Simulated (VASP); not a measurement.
# ZrSbS (P4/nmm) in VASP: notebook, part 2 of 2

VASP 6.6.1.

**3. Single point, PBE**

INCAR reads:

```
SYSTEM = ZrSbS
  PREC = Accurate
  ENCUT = 520
  EDIFF = 1E-6
  ISMEAR = -1
  SIGMA = 0.1
  LREAL = .False.
  LASPH = .True.
  NELM = 100
  ALGO = Normal
  ISIF = 2
  LWAVE = .False.
  LCHARG = .False.
  GGA = PE
  NBANDS = 32
```

KPOINTS reads:

```
Automatic mesh
0
Gamma
  5 5 2
  0 0 0
```

POSCAR reads:

```
ZrSbS
1.0
    3.8712160000      0.0000000000      0.0000000000
    0.0000000000      3.8712160000      0.0000000000
    0.0000000000      0.0000000000      8.5788720000
Sb Zr S
2 2 2
Direct
    0.0000000000      0.0000000000      0.0000000000
    0.5000000000      0.5000000000      0.0000000000
    0.0000000000      0.5000000000      0.2770000000
    0.5000000000      0.0000000000      0.7230000000
    0.0000000000      0.5000000000      0.6220000000
    0.5000000000      0.0000000000      0.3780000000
```

Potentials or basis: VASP PAW PBE potentials, release 64 (Sb, Zr_sv, S).

On the command line:

```
cat potpaw_PBE.64/Sb/POTCAR potpaw_PBE.64/Zr_sv/POTCAR potpaw_PBE.64/S/POTCAR > POTCAR
mpirun -np 1 vasp_std > vasp.out
```

OUTCAR:

```text
SYSTEM = ZrSbS
   PREC = Accurate
   ENCUT = 520
   EDIFF = 1E-6
   ISMEAR = -1
   LREAL = .False.
   LASPH = .True.
   NELM = 100
   ISIF = 2
   GGA = PE

 ion  position               nearest neighbor table
   1  0.000  0.000  0.000-   2 2.74   2 2.74   2 2.74   2 2.74   3 3.06   4 3.06   4 3.06   3 3.06

   2  0.500  0.500  0.000-   1 2.74   1 2.74   1 2.74   1 2.74   4 3.06   4 3.06   3 3.06   3 3.06

   3  0.000  0.500  0.277-   6 2.87   6 2.87   6 2.87   6 2.87   5 2.96   1 3.06   2 3.06   2 3.06
                             1 3.06
   4  0.500  0.000  0.723-   5 2.87   5 2.87   5 2.87   5 2.87   6 2.96   1 3.06   1 3.06   2 3.06
                             2 3.06
   5  0.000  0.500  0.622-   4 2.87   4 2.87   4 2.87   4 2.87   3 2.96
   6  0.500  0.000  0.378-   3 2.87   3 2.87   3 2.87   3 2.87   4 2.96

  LATTYP: Found a simple tetragonal cell.
 ALAT       =     3.8712160000
 C/A-ratio  =     2.2160664763

  Lattice vectors:

 A1 = (   3.8712160000,   0.0000000000,   0.0000000000)
 A2 = (   0.0000000000,   3.8712160000,   0.0000000000)
 A3 = (   0.0000000000,   0.0000000000,   8.5788720000)
[... 173 lines left out ...]

 val. band max:        9.5869389251   @ k =   0.4000   0.0000   0.0000
 cond. band min:       9.7538536343   @ k =   0.2000   0.0000   0.5000
 fundamental gap:      0.1669147092
 Fermi energy:         9.6970116495

 k-point     1 :       0.0000    0.0000    0.0000
  band No.  band energies     occupation
      1     -40.8138      2.00000
      2     -40.8132      2.00000
      3     -18.8635      2.00000
      4     -18.8388      2.00000
      5     -18.7623      2.00000
      6     -18.7623      2.00000
[... 409 lines left out ...]
     31      12.4403      0.00000
     32      12.8370      0.00000

------------------------ aborting loop because EDIFF is reached ----------------------------------------

  FORCE on cell =-STRESS in cart. coord.  units (eV):
  Direction    XX          YY          ZZ          XY          YZ          ZX
  --------------------------------------------------------------------------------------
  -------------------------------------------------------------------------------------
  Total        5.9438942      5.9438942     -5.7817452      0.0000000      0.0000000      0.0000000
  in kB       74.0724413     74.0724413    -72.0517507      0.0000000      0.0000000      0.0000000
  external PRESSURE =      25.3643773 kB  Pullay stress =       0.0000000 kB

 VOLUME and BASIS-vectors are now :
 -----------------------------------------------------------------------------
  energy-cutoff  :      520.00
  volume of cell :      128.57
      direct lattice vectors                 reciprocal lattice vectors
     3.871216000  0.000000000  0.000000000     0.258316767  0.000000000  0.000000000
     0.000000000  3.871216000  0.000000000     0.000000000  0.258316767  0.000000000
     0.000000000  0.000000000  8.578872000     0.000000000  0.000000000  0.116565441

 POSITION                                       TOTAL-FORCE (eV/Angst)
 -----------------------------------------------------------------------------------
      0.00000      0.00000      0.00000        -0.000000     -0.000000      0.000000
      1.93561      1.93561      0.00000        -0.000000      0.000000      0.000000
      0.00000      1.93561      2.37635        -0.000000      0.000000      0.678346
      1.93561      0.00000      6.20252         0.000000      0.000000     -0.678346
      0.00000      1.93561      5.33606        -0.000000     -0.000000      0.097292
      1.93561      0.00000      3.24281        -0.000000      0.000000     -0.097292
 -----------------------------------------------------------------------------------
    total drift:                                0.000000      0.000000     -0.000000

  FREE ENERGIE OF THE ION-ELECTRON SYSTEM (eV)
  ---------------------------------------------------
  free  energy   TOTEN  =       -37.4665036916 eV

  energy  without entropy=      -37.3567849230  energy(sigma->0) =      -37.41164431
```

OSZICAR:

```text
N       E                     dE             d eps       ncg     rms          rms(c)
DAV:   1     0.371164094934E+03    0.37116E+03   -0.20761E+04   768   0.130E+03
DAV:   2    -0.702096850711E+01   -0.37819E+03   -0.36503E+03   912   0.329E+02
DAV:   3    -0.381546029911E+02   -0.31134E+02   -0.30585E+02  1208   0.820E+01
DAV:   4    -0.402564289763E+02   -0.21018E+01   -0.20908E+01  1168   0.187E+01
DAV:   5    -0.404070710667E+02   -0.15064E+00   -0.15061E+00  1136   0.363E+00    0.156E+01
DAV:   6    -0.375255725367E+02    0.28815E+01   -0.99288E+00   952   0.133E+01    0.700E+00
DAV:   7    -0.374881946492E+02    0.37378E-01   -0.97296E-01  1184   0.397E+00    0.418E+00
DAV:   8    -0.374662794025E+02    0.21915E-01   -0.12113E-01  1000   0.171E+00    0.466E-01
DAV:   9    -0.374661016839E+02    0.17772E-03   -0.87723E-03  1024   0.534E-01    0.238E-01
DAV:  10    -0.374664162635E+02   -0.31458E-03   -0.12007E-03  1080   0.229E-01    0.997E-02
DAV:  11    -0.374664912142E+02   -0.74951E-04   -0.11513E-04  1152   0.620E-02    0.389E-02
DAV:  12    -0.374665056528E+02   -0.14439E-04   -0.29490E-05  1112   0.305E-02    0.114E-02
DAV:  13    -0.374665045036E+02    0.11492E-05   -0.47496E-06  1040   0.130E-02    0.457E-03
DAV:  14    -0.374665036916E+02    0.81197E-06   -0.40662E-07   616   0.390E-03
   1 F= -.37466504E+02 E0= -.37411644E+02  d E =-.109719E+00
```

It took 3.1 min on 1 thread of Intel Xeon 8259CL, shared host; peak memory 0.24 GiB.

Results:

```
Free energy            : -37.4665 eV
Pressure               : 2.5 GPa
Largest force          : 0.678 eV/Å
Band gap on the k mesh : zero (bands 23 and 24 overlap by 1.12 eV)
```

Forces on the atoms (eV/Å):
```
Sb   0.000  0.000  0.000
Sb   0.000  0.000  0.000
Zr   0.000  0.000  0.678
Zr   0.000  0.000 -0.678
S    0.000  0.000  0.097
S    0.000  0.000 -0.097
```

Caveat: the k points lie up to 0.37 Å⁻¹ apart, too coarse for converged energies and pressures of a metal; spin-orbit coupling is left out, which moves the levels of the heavy elements.

**4. Single point, PBE+U**

INCAR reads:

```
SYSTEM = ZrSbS
PREC     = Accurate       ! precision mode
ENCUT    = 520            ! plane-wave cutoff, eV
EDIFF    = 1E-6           ! SCF threshold, eV
ISMEAR   = -1             ! smearing method
SIGMA    = 0.1            ! smearing width, eV
LREAL    = .FALSE.        ! projectors in reciprocal space
LASPH    = .TRUE.         ! aspherical terms in the spheres
NELM     = 150            ! most SCF steps
ALGO     = Normal         ! electronic algorithm
ISIF     = 2              ! what is computed and relaxed
LWAVE    = .FALSE.        ! write WAVECAR
LCHARG   = .FALSE.        ! write CHGCAR
LMAXMIX  = 4              ! l up to which the mixer works
LDAU     = .TRUE.         ! DFT+U
LDAUTYPE = 2            
LDAUL    = -1 2 -1        ! shell
LDAUU    = 0 8 0          ! U, eV
LDAUJ    = 0 0 0        
LDAUPRINT= 1            
GGA      = PE             ! functional
NBANDS   = 32             ! bands
```

KPOINTS reads:

```
Automatic mesh
0
G
  5 5 2
  0 0 0
```

POSCAR is that of step 3.

On the command line:

```
cat potpaw_PBE.64/Sb/POTCAR potpaw_PBE.64/Zr_sv/POTCAR potpaw_PBE.64/S/POTCAR > POTCAR
mpirun -np 1 vasp_std > vasp.out
```

It took 3.5 min on 1 thread of Intel Xeon 8259CL, shared host; peak memory 0.25 GiB.

The run converged. Its results:

```
Free energy            : -28.1115 eV
Pressure               : 8.8 GPa
Largest force          : 1.186 eV/Å
Band gap on the k mesh : zero (bands 23 and 24 overlap by 1.09 eV)
```

Forces on the atoms (eV/Å):
```
Sb   0.000  0.000  0.000
Sb   0.000  0.000  0.000
Zr   0.000  0.000  1.186
Zr   0.000  0.000 -1.186
S    0.000  0.000 -0.008
S    0.000  0.000  0.008
```

Stress tensor (GPa, compression positive):
```
13.33  0.00  0.00
 0.00 13.33  0.00
 0.00  0.00 -0.18
```

Levels at points of the mesh, in eV from the Fermi level:
```tsv
k point	band 21	band 22	band 23	band 24	band 25	band 26
(0.00, 0.00, 0.00)	-2.87	-2.85	-1.33	-0.49	0.28	0.28
(0.00, 0.00, 0.50)	-3.18	-3.03	-0.93	0.32	0.32	0.45
```

Eigenvalues of the final occupation matrices:
```csv
site,spin,trace,eigenvalues
site 3 d,1,0.58,0.08 0.10 0.12 0.12 0.16
site 3 d,2,0.58,0.08 0.10 0.12 0.12 0.16
site 4 d,1,0.58,0.08 0.10 0.12 0.12 0.16
site 4 d,2,0.58,0.08 0.10 0.12 0.12 0.16
```

Caveat: the k points lie up to 0.37 Å⁻¹ apart, too coarse for converged energies and pressures of a metal; spin-orbit coupling is left out, which moves the levels of the heavy elements; U without spin polarisation on a metal has little footing; forces of over 1 eV/Å act on the atoms, so gaps and moduli don't describe the material at rest.

**5. Single point, PBE+U**

INCAR, as its differences from that of step 4:

```diff
@@ -2,3 +2,3 @@
 PREC     = Accurate       ! precision mode
-ENCUT    = 520            ! plane-wave cutoff, eV
+ENCUT    = 500            ! plane-wave cutoff, eV
 EDIFF    = 1E-6           ! SCF threshold, eV
@@ -8,3 +8,3 @@
 LASPH    = .TRUE.         ! aspherical terms in the spheres
-NELM     = 150            ! most SCF steps
+NELM     = 200            ! most SCF steps
 ALGO     = Normal         ! electronic algorithm
@@ -21,2 +21,3 @@
 GGA      = PE             ! functional
-NBANDS   = 32             ! bands
+NBANDS   = 42             ! bands
+GGA_COMPAT= .FALSE.
```

KPOINTS is that of step 4.

POSCAR is that of step 4.

Potentials or basis: VASP PAW PBE potentials, release 64 (Sb_d_GW, Zr_sv, S).

On the command line:

```
cat potpaw_PBE.64/Sb_d_GW/POTCAR potpaw_PBE.64/Zr_sv/POTCAR potpaw_PBE.64/S/POTCAR > POTCAR
mpirun -np 1 vasp_std > vasp.out
```

OUTCAR:

```text
SYSTEM = ZrSbS
   PREC = Accurate
   ENCUT = 500
   EDIFF = 1E-6
   ISMEAR = -1
   LREAL = .FALSE.
   LASPH = .TRUE.
   NELM = 200
   ISIF = 2
   GGA = PE

 ion  position               nearest neighbor table
   1  0.000  0.000  0.000-   2 2.74   2 2.74   2 2.74   2 2.74   3 3.06   4 3.06   4 3.06   3 3.06

   2  0.500  0.500  0.000-   1 2.74   1 2.74   1 2.74   1 2.74   4 3.06   4 3.06   3 3.06   3 3.06

   3  0.000  0.500  0.277-   6 2.87   6 2.87   6 2.87   6 2.87   5 2.96   1 3.06   2 3.06   2 3.06
                             1 3.06
   4  0.500  0.000  0.723-   5 2.87   5 2.87   5 2.87   5 2.87   6 2.96   1 3.06   1 3.06   2 3.06
                             2 3.06
   5  0.000  0.500  0.622-   4 2.87   4 2.87   4 2.87   4 2.87   3 2.96
   6  0.500  0.000  0.378-   3 2.87   3 2.87   3 2.87   3 2.87   4 2.96

  LATTYP: Found a simple tetragonal cell.
 ALAT       =     3.8712160000
 C/A-ratio  =     2.2160664763

  Lattice vectors:

 A1 = (   3.8712160000,   0.0000000000,   0.0000000000)
 A2 = (   0.0000000000,   3.8712160000,   0.0000000000)
 A3 = (   0.0000000000,   0.0000000000,   8.5788720000)
[... 242 lines left out ...]

 val. band max:        9.6938792490   @ k =   0.2000   0.0000   0.5000
 cond. band min:       9.7587207857   @ k =   0.2000   0.0000   0.0000
 fundamental gap:      0.0648415366
 Fermi energy:         9.7080659807

 k-point     1 :       0.0000    0.0000    0.0000
  band No.  band energies     occupation
      1     -43.3967      2.00000
      2     -43.3962      2.00000
      3     -21.3445      2.00000
      4     -21.3440      2.00000
      5     -21.2265      2.00000
      6     -21.2265      2.00000
[... 529 lines left out ...]
     41      12.8468      0.00000
     42      13.5130      0.00000

------------------------ aborting loop because EDIFF is reached ----------------------------------------

  FORCE on cell =-STRESS in cart. coord.  units (eV):
  Direction    XX          YY          ZZ          XY          YZ          ZX
  --------------------------------------------------------------------------------------
  -------------------------------------------------------------------------------------
  Total       10.4494111     10.4494111     -0.2317851      0.0000000      0.0000000      0.0000000
  in kB      130.2199135    130.2199135     -2.8884911      0.0000000      0.0000000      0.0000000
  external PRESSURE =      85.8504453 kB  Pullay stress =       0.0000000 kB

 VOLUME and BASIS-vectors are now :
 -----------------------------------------------------------------------------
  energy-cutoff  :      500.00
  volume of cell :      128.57
      direct lattice vectors                 reciprocal lattice vectors
     3.871216000  0.000000000  0.000000000     0.258316767  0.000000000  0.000000000
     0.000000000  3.871216000  0.000000000     0.000000000  0.258316767  0.000000000
     0.000000000  0.000000000  8.578872000     0.000000000  0.000000000  0.116565441

 POSITION                                       TOTAL-FORCE (eV/Angst)
 -----------------------------------------------------------------------------------
      0.00000      0.00000      0.00000        -0.000000      0.000000      0.000000
      1.93561      1.93561      0.00000         0.000000      0.000000      0.000000
      0.00000      1.93561      2.37635        -0.000000      0.000000      1.166417
      1.93561      0.00000      6.20252         0.000000      0.000000     -1.166417
      0.00000      1.93561      5.33606        -0.000000     -0.000000     -0.011087
      1.93561      0.00000      3.24281        -0.000000      0.000000      0.011087
 -----------------------------------------------------------------------------------
    total drift:                                0.000000      0.000000      0.000000

  FREE ENERGIE OF THE ION-ELECTRON SYSTEM (eV)
  ---------------------------------------------------
  free  energy   TOTEN  =       -28.1750079058 eV

  energy  without entropy=      -28.0753185470  energy(sigma->0) =      -28.12516323
```

OSZICAR:

```text
N       E                     dE             d eps       ncg     rms          rms(c)
DAV:   1     0.713540523124E+03    0.71354E+03   -0.25043E+04  1606   0.132E+04
DAV:   2     0.697290870623E+02   -0.64381E+03   -0.62095E+03  1962   0.202E+03
DAV:   3    -0.224997059044E+02   -0.92229E+02   -0.89842E+02  2004   0.367E+02
DAV:   4    -0.320381775818E+02   -0.95385E+01   -0.94068E+01  1998   0.101E+02
DAV:   5    -0.334439367653E+02   -0.14058E+01   -0.13956E+01  1960   0.218E+01    0.184E+01
DAV:   6    -0.281578207890E+02    0.52861E+01   -0.18514E+01  1816   0.381E+01    0.845E+00
DAV:   7    -0.281782142432E+02   -0.20393E-01   -0.37233E+00  1872   0.218E+01    0.429E+00
DAV:   8    -0.281761230189E+02    0.20912E-02   -0.39112E-01  1790   0.118E+01    0.142E+00
DAV:   9    -0.281732238852E+02    0.28991E-02   -0.69026E-02  1920   0.526E+00    0.467E-01
DAV:  10    -0.281744679492E+02   -0.12441E-02   -0.88505E-03  1862   0.113E+00    0.251E-01
DAV:  11    -0.281749599336E+02   -0.49198E-03   -0.12493E-03  1864   0.353E-01    0.477E-02
DAV:  12    -0.281749745762E+02   -0.14643E-04   -0.22885E-04  1670   0.261E-01    0.289E-02
DAV:  13    -0.281749948681E+02   -0.20292E-04   -0.46717E-05  1624   0.585E-02    0.118E-02
DAV:  14    -0.281750078112E+02   -0.12943E-04   -0.28497E-05  1360   0.395E-02    0.601E-03
DAV:  15    -0.281750079058E+02   -0.94516E-07   -0.50145E-06   944   0.139E-02
   1 F= -.28175008E+02 E0= -.28125163E+02  d E =-.996894E-01
```

Run time: 81 s. Hardware: 1 thread of Intel Xeon Platinum 8375C at 2.90GHz (Ice Lake), shared host; peak memory 0.25 GiB.

Results:

| Quantity | Value |
| --- | --- |
| Free energy | -28.1750 eV |
| Pressure | 8.6 GPa |
| Largest force | 1.166 eV/Å |
| Band gap on the k mesh | zero (bands 33 and 34 overlap by 1.09 eV) |

Forces on the atoms (eV/Å):
```
Sb   0.000  0.000  0.000
Sb   0.000  0.000  0.000
Zr   0.000  0.000  1.166
Zr   0.000  0.000 -1.166
S    0.000  0.000 -0.011
S    0.000  0.000  0.011
```

Eigenvalues of the final occupation matrices:
| site | spin | trace | eigenvalues |
| --- | --- | --- | --- |
| site 3 d | 1 | 0.58 | 0.08 0.10 0.12 0.12 0.16 |
| site 3 d | 2 | 0.58 | 0.08 0.10 0.12 0.12 0.16 |
| site 4 d | 1 | 0.58 | 0.08 0.10 0.12 0.12 0.16 |
| site 4 d | 2 | 0.58 | 0.08 0.10 0.12 0.12 0.16 |

Caveat: the k points lie up to 0.37 Å⁻¹ apart, too coarse for converged energies and pressures of a metal; spin-orbit coupling is left out, which moves the levels of the heavy elements; U without spin polarisation on a metal has little footing; forces of over 1 eV/Å act on the atoms, so gaps and moduli don't describe the material at rest.

**6. Overview**

| level | potentials or basis | U | cutoff (eV) | gap on the mesh (eV) | pressure (GPa) | largest force (eV/Å) |
| --- | --- | --- | --- | --- | --- | --- |
| PBE | VASP PAW PBE potentials, release 64 (Sb, Zr_sv, S) | - | 520 | none | 2.5 | 0.68 |
| PBE+U | VASP PAW PBE potentials, release 64 (Sb, Zr_sv, S) | Zr d U = 8.0 eV | 520 | none | 8.8 | 1.19 |
| PBE+U | VASP PAW PBE potentials, release 64 (Sb_d_GW, Zr_sv, S) | Zr d U = 8.0 eV | 500 | none | 8.6 | 1.17 |

Alike in all rows: task single point; no spin polarisation; cell as given; k mesh 5 × 5 × 2; smearing fermi-dirac 0.1 eV.

Caveats: all runs use coarse meshes; spin-orbit coupling is left out, which moves the levels of the heavy elements; U without spin polarisation on a metal has little footing (at least some runs); forces of over 1 eV/Å act on the atoms, so gaps and moduli don't describe the material at rest (at least some runs).

Absolute energies hang on the potentials; compare differences alone.

The gap in the log of VASP goes by the Fermi energy; the results here count the filled bands.